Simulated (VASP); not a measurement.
# Ir (P6_3/mmc) in VASP: further runs

The runs below take Ir through single point, with PBEsol.

All numbers are computed with VASP 6.6.1; they aren't measurements. Logs are shortened: lines on timing, memory, paths and dates and some standing lists are left out, and cuts for length are marked.

## 1. The cell of the first run

It takes space group P6_3/mmc (No. 194, hexagonal). The conventional cell has a = 2.711 Å, b = 2.711 Å, c = 8.856 Å, α = 90.00°, β = 90.00°, γ = 120.00°. Within 3.6 Å of Ir (site symmetry -3m) lie 12 Ir at 2.71 Å. Within 3.6 Å of Ir (site symmetry -6m2) lie 12 Ir at 2.71 Å.

## 2. Single point, PBEsol

Contents of INCAR:

```
SYSTEM = Ir
PREC = Accurate
ENCUT = 520
EDIFF = 1E-6
ISMEAR = -1
SIGMA = 0.1
LREAL = .FALSE.
LASPH = .TRUE.
NELM = 100
ALGO = Normal
ISIF = 2
LWAVE = .FALSE.
LCHARG = .FALSE.
GGA = PS
NBANDS = 26
```

Contents of KPOINTS:

```
Automatic mesh
0
G
  15 15 4
  0 0 0
```

Contents of POSCAR:

```
Ir
1.0
    2.7108338014      0.0000000000      0.0000000000
   -1.3554169007      2.3476509375      0.0000000000
    0.0000000000      0.0000000000      8.8556352115
Ir
4
Direct
    0.0000000000      0.0000000000      0.0000000000
    0.0000000000      0.0000000000      0.5000000000
    0.3333333333      0.6666666667      0.2500000000
    0.6666666667      0.3333333333      0.7500000000
```

Potentials or basis: VASP PAW PBE potentials, release 64 (Ir).

Started as:

```
$ cat potpaw_PBE.64/Ir/POTCAR > POTCAR
$ mpirun -np 1 vasp_std > vasp.out
```

OUTCAR:

```text
SYSTEM = Ir
   PREC = Accurate
   ENCUT = 520
   EDIFF = 1E-6
   ISMEAR = -1
   LREAL = .FALSE.
   LASPH = .TRUE.
   NELM = 100
   ISIF = 2
   GGA = PS

 ion  position               nearest neighbor table
   1  0.000  0.000  0.000-   3 2.71   4 2.71   4 2.71   3 2.71   4 2.71   3 2.71
   2  0.000  0.000  0.500-   3 2.71   4 2.71   4 2.71   3 2.71   4 2.71   3 2.71
   3  0.333  0.667  0.250-   1 2.71   2 2.71   1 2.71   2 2.71   1 2.71   2 2.71
   4  0.667  0.333  0.750-   1 2.71   2 2.71   1 2.71   2 2.71   1 2.71   2 2.71

  LATTYP: Found a hexagonal cell.
 ALAT       =     2.7108338014
 C/A-ratio  =     3.2667569686

  Lattice vectors:

 A1 = (   2.7108338014,   0.0000000000,   0.0000000000)
 A2 = (  -1.3554169007,   2.3476509375,   0.0000000000)
 A3 = (   0.0000000000,   0.0000000000,   8.8556352115)

Analysis of symmetry for initial positions (statically):
=====================================================================
 Subroutine PRICEL returns:
 Original cell was already a primitive cell.

 Routine SETGRP: Setting up the symmetry group for a
 hexagonal supercell.

 Subroutine GETGRP returns: Found 24 space group operations
 (whereof 12 operations were pure point group operations)
 out of a pool of 24 trial point group operations.

The static configuration has the point symmetry D_3d.
 The point group associated with its full space group is D_6h.

Analysis of symmetry for dynamics (positions and initial velocities):
=====================================================================
 Subroutine PRICEL returns:
 Original cell was already a primitive cell.

 Routine SETGRP: Setting up the symmetry group for a
 hexagonal supercell.

 Subroutine GETGRP returns: Found 24 space group operations
 (whereof 12 operations were pure point group operations)
 out of a pool of 24 trial point group operations.

The dynamic configuration has the point symmetry D_3d.
 The point group associated with its full space group is D_6h.

 Subroutine INISYM returns: Found 24 space group operations
 (whereof 12 operations are pure point group operations),
 and found     1 'primitive' translations

----------------------------------------------------------------------------------------

                                     Primitive cell

  volume of cell :      56.3581

  direct lattice vectors                    reciprocal lattice vectors
     2.710833801  0.000000000  0.000000000     0.368890191  0.212978851  0.000000000
    -1.355416901  2.347650938  0.000000000     0.000000000  0.425957703  0.000000000
     0.000000000  0.000000000  8.855635211     0.000000000  0.000000000  0.112922447

  length of vectors
     2.710833801  2.710833801  8.855635211     0.425957703  0.425957703  0.112922447

  position of ions in fractional coordinates (direct lattice)
     0.000000000  0.000000000  0.000000000
     0.000000000  0.000000000  0.500000000
     0.333333333  0.666666667  0.250000000
     0.666666667  0.333333333  0.750000000

  ion indices of the primitive-cell ions
   primitive index   ion index
                 1           1
                 2           2
                 3           3
                 4           4

----------------------------------------------------------------------------------------

 KPOINTS: Automatic mesh

Automatic generation of k-mesh.
 Grid dimensions read from file:
 generate k-points for:   15   15    4

 Generating k-lattice:

  Cartesian coordinates                     Fractional coordinates (reciprocal lattice)
     0.024592679  0.014198590  0.000000000     0.066666667  0.000000000  0.000000000
     0.000000000  0.028397180  0.000000000     0.000000000  0.066666667  0.000000000
     0.000000000  0.000000000  0.028230612     0.000000000  0.000000000  0.250000000

  Length of vectors
     0.028397180  0.028397180  0.028230612

  Shift w.r.t. Gamma in fractional coordinates (k-lattice)
     0.000000000  0.000000000  0.000000000

 Subroutine IBZKPT returns following result:
 ===========================================

 Found     81 irreducible k-points:

 Following reciprocal coordinates:
            Coordinates               Weight
  0.000000  0.000000  0.000000      1.000000
  0.066667  0.000000  0.000000      6.000000
  0.133333  0.000000  0.000000      6.000000
  0.200000  0.000000  0.000000      6.000000
  0.266667  0.000000  0.000000      6.000000
  0.333333 -0.000000  0.000000      6.000000
[... 16 lines left out ...]
  0.333333  0.200000  0.000000     12.000000
  0.400000  0.200000  0.000000      6.000000
 [... further k-points ...]
   k-points           NKPTS =     81   k-points in BZ     NKDIM =     81   number of bands    NBANDS=     26
   number of dos      NEDOS =    301   number of ions     NIONS =      4
   total plane-waves  NPLWV =  28000
   dimension x,y,z NGX =    20 NGY =   20 NGZ =   70
   dimension x,y,z NGXF=    40 NGYF=   40 NGZF=  140
   ions per type =               4
   NGX,Y,Z   is equivalent  to a cutoff of  12.27, 12.27, 13.14 a.u.
   NGXF,Y,Z  is equivalent  to a cutoff of  24.53, 24.53, 26.28 a.u.
 SYSTEM =  Ir
   PREC   = accura    normal or accurate (medium, high low for compatibility)
   ISTART =      0    job   : 0-new  1-cont  2-samecut
   ICHARG =      2    charge: 1-file 2-atom 10-const
   ISPIN  =      1    spin polarized calculation?
   LNONCOLLINEAR =      F non collinear calculations
   LSORBIT =      F    spin-orbit coupling
   LASPH  =      T    aspherical Exc in radial PAW
   ENCUT  =  520.0 eV  38.22 Ry    6.18 a.u.   5.04  5.04 16.47*2*pi/ulx,y,z
   NELM   =    100;   NELMIN=  2; NELMDL= -5     # of ELM steps
   EDIFF  = 0.1E-05   stopping-criterion for ELM
   LREAL  =      F    real-space projection
   EDIFFG = 0.1E-04   stopping-criterion for IOM
   NSW    =      0    number of steps for IOM
   IBRION =     -1    ionic relax: 0-MD 1-quasi-New 2-CG
   NFREE  =      0    steps in history (QN), initial steepest desc. (CG)
   ISIF   =      2    stress and relaxation
   ISYM   =      2    0-nonsym 1-usesym 2-fastsym
   POTIM  = 0.5000    time-step for ionic-motion
   TEBEG  =    0.0;   TEEND  =   0.0 temperature during run
   PSTRESS=    0.0 pullay stress
   NELECT =      36.0000    total number of electrons
   NUPDOWN=      -1.0000    fix difference up-down
   EMIN   =  10.00;   EMAX   =-10.00  energy-range for DOS
   EFERMI =   0.00;   METHOD = LEGACY
   ISMEAR =    -1;   SIGMA  =   0.10  broadening in eV -4-tet -1-fermi 0-gaus
   EFERMI_NEDOS =   21; number of points for ismear=-14 and -15
   IALGO  =     38    algorithm
   IMIX   =      4    mixing-type and parameters
     AMIX     =   0.40;   BMIX     =  1.00
     AMIX_MAG =   1.60;   BMIX_MAG =  1.00
  volume/ion in A,a.u.               =      14.09        95.08
  Fermi-wavevector in a.u.,A,eV,Ry     =   1.409906  2.664337 27.046152  1.987836
  Thomas-Fermi vector in A             =   2.531915
   LORBIT       =      0    0 simple, 1 ext, 2 COOP (PROOUT), +10 PAW based schemes
   GGA     = PS    functional components
   LHFCALC =     F    Hartree Fock is set to
   AEXX    =    0.0000 exact exchange contribution
   IVDW    =     0    specifies the selected vdW correction
   LEPSILON=     F    determine dielectric tensor
   LRPA    =     F    only Hartree local field effects (RPA)
 non-spin polarized calculation
  energy-cutoff  :      520.00
  volume of cell :       56.36
 maximum number of plane-waves:      1538
   NGX = 11   NGY = 11   NGZ = 33

 number of electron      36.0000000 magnetization

 Free energy of the ion-electron system (eV)
  ---------------------------------------------------
  ext. energy  EPLUGINS =         0.00000000
  ---------------------------------------------------
  free energy    TOTEN  =       -39.21075165 eV

  energy without entropy =      -39.08659941  energy(sigma->0) =      -39.14867553

 E-fermi :  10.3398     XC(G=0): -14.1255

 val. band max:       10.3382708775   @ k =   0.3333   0.3333   0.0000
 cond. band min:      10.3436957849   @ k =   0.1333   0.1333   0.0000
 fundamental gap:      0.0054249074
 Fermi energy:        10.3397610268

 k-point     1 :       0.0000    0.0000    0.0000
  band No.  band energies     occupation
      1      -0.9179      2.00000
      2       1.2861      2.00000
      3       1.3232      2.00000
      4       2.1302      2.00000
      5       5.8697      2.00000
      6       5.9113      2.00000
[... 18 lines left out ...]
     25      17.4997      0.00000
     26      23.2828      0.00000

 k-point     2 :       0.0667    0.0000    0.0000
  band No.  band energies     occupation
      1      -0.7412      2.00000
      2       1.4539      2.00000
      3       1.4908      2.00000
      4       2.2929      2.00000
      5       5.6394      2.00000
      6       5.7945      2.00000
[... 18 lines left out ...]
     25      17.4426      0.00000
     26      23.5516      0.00000

 k-point     3 :       0.1333    0.0000    0.0000
  band No.  band energies     occupation
      1      -0.2321      2.00000
      2       1.9117      2.00000
      3       1.9474      2.00000
      4       2.7381      2.00000
      5       5.1939      2.00000
      6       5.5024      2.00000
[... 18 lines left out ...]
     25      17.2817      0.00000
     26      24.1772      0.00000

 k-point     4 :       0.2000    0.0000    0.0000
  band No.  band energies     occupation
      1       0.5392      2.00000
      2       2.4757      2.00000
      3       2.5107      2.00000
      4       3.2945      2.00000
      5       4.7919      2.00000
      6       5.1379      2.00000
[... 18 lines left out ...]
     25      17.0663      0.00000
     26      24.3270      0.00000
[... 496 lines left out ...]
      1       3.1815      2.00000
      2       3.2895      2.00000
      3       3.7202      2.00000
      4       4.1237      2.00000
      5       4.1428      2.00000
      6       4.6856      2.00000
[... 18 lines left out ...]
     25      18.7778      0.00000
     26      19.4964      0.00000

 k-point    23 :       0.3333    0.2000    0.0000
  band No.  band energies     occupation
      1       3.1378      2.00000
      2       3.1393      2.00000
      3       3.8863      2.00000
      4       4.2807      2.00000
      5       4.3968      2.00000
      6       4.6293      2.00000
[... 18 lines left out ...]
     25      18.0222      0.00000
     26      18.9477      0.00000

 k-point    24 :       0.4000    0.2000    0.0000
  band No.  band energies     occupation
      1       3.0685      2.00000
      2       3.1174      2.00000
      3       3.8125      2.00000
      4       4.4795      2.00000
      5       4.5548      2.00000
      6       4.7547      2.00000
[... 18 lines left out ...]
     25      17.4924      0.00000
     26      18.0294      0.00000

 [... further k-points ...]

------------------------ aborting loop because EDIFF is reached ----------------------------------------

  FORCE on cell =-STRESS in cart. coord.  units (eV):
  Direction    XX          YY          ZZ          XY          YZ          ZX
  --------------------------------------------------------------------------------------
  -------------------------------------------------------------------------------------
  Total        0.2723159      0.2723159      0.2925129      0.0000000      0.0000000      0.0000000
  in kB        7.7415418      7.7415418      8.3157123      0.0000000      0.0000000      0.0000000
  external PRESSURE =       7.9329320 kB  Pullay stress =       0.0000000 kB

 VOLUME and BASIS-vectors are now :
 -----------------------------------------------------------------------------
  energy-cutoff  :      520.00
  volume of cell :       56.36
      direct lattice vectors                 reciprocal lattice vectors
     2.710833801  0.000000000  0.000000000     0.368890191  0.212978851  0.000000000
    -1.355416901  2.347650938  0.000000000     0.000000000  0.425957703  0.000000000
     0.000000000  0.000000000  8.855635211     0.000000000  0.000000000  0.112922447

 POSITION                                       TOTAL-FORCE (eV/Angst)
 -----------------------------------------------------------------------------------
      0.00000      0.00000      0.00000        -0.000000      0.000000      0.000000
      0.00000      0.00000      4.42782        -0.000000      0.000000      0.000000
     -0.00000      1.56510      2.21391        -0.000000      0.000000     -0.000000
      1.35542      0.78255      6.64173         0.000000     -0.000000      0.000000
 -----------------------------------------------------------------------------------
    total drift:                                0.000000     -0.000000      0.000000

  FREE ENERGIE OF THE ION-ELECTRON SYSTEM (eV)
  ---------------------------------------------------
  free  energy   TOTEN  =       -39.2107516485 eV

  energy  without entropy=      -39.0865994082  energy(sigma->0) =      -39.14867553
```

It took 1.8 min on 1 thread of Intel Xeon 6975P-C, shared host; peak memory 0.23 GiB.

Results:

| Quantity | Value |
| --- | --- |
| Free energy | -39.2108 eV |
| Pressure | 0.8 GPa |
| Band gap on the k mesh | zero (band 18 reaches 11.34 eV, above the bottom of band 19 at 8.78 eV) |

Caveat: the PAW data sets were made with another functional, which shifts forces and pressure a little; spin-orbit coupling is left out, which moves the levels of the heavy elements.

## 3. Single point, PBEsol (volume scaled by 1.04)

Edit INCAR of step 2 so:

```diff
@@ -8,3 +8,3 @@
 LASPH = .TRUE.
-NELM = 100
+NELM = 80
 ALGO = Normal
```

Contents of KPOINTS:

```
regular mesh
0
G
  15 15 4
  0 0 0
```

Contents of POSCAR:

```
Ir
1.0
    2.7465067581      0.0000000000      0.0000000000
   -1.3732533791      2.3785446242      0.0000000000
    0.0000000000      0.0000000000      8.9721700913
Ir
4
Direct
    0.0000000000      0.0000000000      0.0000000000
    0.0000000000      0.0000000000      0.5000000000
    0.3333333333      0.6666666667      0.2500000000
    0.6666666667      0.3333333333      0.7500000000
```

Potentials or basis: VASP PAW PBE potentials, release 64 (Ir).

Started as:

```
$ cat potpaw_PBE.64/Ir/POTCAR > POTCAR
$ mpirun -np 1 vasp_std > vasp.out
```

It took 1.9 min on 1 thread of Intel Xeon 6975P-C, shared host; peak memory 0.24 GiB.

It converged, with:

```yaml
Free_energy: -39.1216 eV
Pressure: -13.1 GPa
Band_gap_on_the_k_mesh: zero (band 18 reaches 10.59 eV, above the bottom of band 19 at 8.20 eV)
```

Levels at points of the mesh, in eV from the Fermi level:
```csv
k point,band 15,band 16,band 17,band 18,band 19,band 20,band 21,band 22
"(0.00, 0.00, 0.00)",-3.16,-1.70,-1.70,-0.98,-0.98,-0.75,-0.33,-0.33
"(0.00, 0.00, 0.50)",-2.62,-2.62,-1.32,-1.32,-1.32,-1.32,0.20,0.20
```

Caveat: the PAW data sets were made with another functional, which shifts forces and pressure a little; spin-orbit coupling is left out, which moves the levels of the heavy elements.

## 4. Single point, PBEsol (volume scaled by 1.08)

Contents of INCAR:

```
ALGO = Normal
EDIFF = 1E-6
ENCUT = 520
GGA = PS
ISIF = 2
ISMEAR = -1
LASPH = True
LCHARG = False
LREAL = False
LWAVE = False
NBANDS = 26
NELM = 80
PREC = Accurate
SIGMA = 0.1
```

Contents of KPOINTS:

```
k-points
0
Gamma
  15 15 4
```

Contents of POSCAR:

```
Ir
1.0
    2.7812763576      0.0000000000      0.0000000000
   -1.3906381788      2.4086559806      0.0000000000
    0.0000000000      0.0000000000      9.0857539225
Ir
4
Direct
    0.0000000000      0.0000000000      0.0000000000
    0.0000000000      0.0000000000      0.5000000000
    0.3333333333      0.6666666667      0.2500000000
    0.6666666667      0.3333333333      0.7500000000
```

Started as:

```
$ cat potpaw_PBE.64/Ir/POTCAR > POTCAR
$ mpirun -np 1 vasp_std > vasp.out
```

Wall time 2.2 min (1 thread of Intel Xeon 6975P-C, shared host); peak memory 0.25 GiB.

It converged, with:

```yaml
Free_energy: -38.8596 eV
Pressure: -23.9 GPa
Band_gap_on_the_k_mesh: zero (band 18 reaches 9.90 eV, above the bottom of band 19 at 7.66 eV)
```

Stress tensor (GPa, compression positive):
```
-23.86   0.00   0.00
  0.00 -23.86   0.00
  0.00   0.00 -23.99
```

Levels at points of the mesh, in eV from the Fermi level:
| k point | band 16 | band 17 | band 18 | band 19 | band 20 | band 21 |
| --- | --- | --- | --- | --- | --- | --- |
| (0.00, 0.00, 0.00) | -1.60 | -1.60 | -0.92 | -0.92 | -0.64 | -0.32 |
| (0.00, 0.00, 0.50) | -2.47 | -1.24 | -1.24 | -1.24 | -1.24 | 0.18 |

Caveat: the PAW data sets were made with another functional, which shifts forces and pressure a little; spin-orbit coupling is left out, which moves the levels of the heavy elements.

(Continued in part 2 of 2.)
